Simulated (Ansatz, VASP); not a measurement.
# Au: VASP beside Ansatz

```
CELL_PARAMETERS angstrom
0.00000 2.04550 2.04550
2.04550 0.00000 2.04550
2.04550 2.04550 0.00000
ATOMIC_POSITIONS crystal
Au 0.00000 0.00000 0.00000
```

Alike in both runs: task electric field gradients; functional PBE; k mesh 14 × 14 × 14; occupations fermi-dirac, width 0.08 eV; no spin polarisation.

|  | VASP | Ansatz |
| --- | --- | --- |
| version | VASP 6.6.1 | Ansatz 0.2.0 |
| potentials or method | VASP PAW PBE potentials, release 64 (Au) | PAW with Ansatz's default frozen-core files, scalar-relativistic |
| plane-wave cutoff (eV) | 520 | 420 |
| valence electrons in the cell | 11 | 19 |

Ansatz gave:

| Quantity | Value |
| --- | --- |
| pressure (GPa) | 7.8 |

Task: Which values does VASP return?

Result: Pressure (GPa): 7.5.

VASP's potentials hold 11 valence electrons a cell and Ansatz's 19, so a difference there can come from the potentials and not from the codes.

Neither program's run includes spin-orbit coupling.
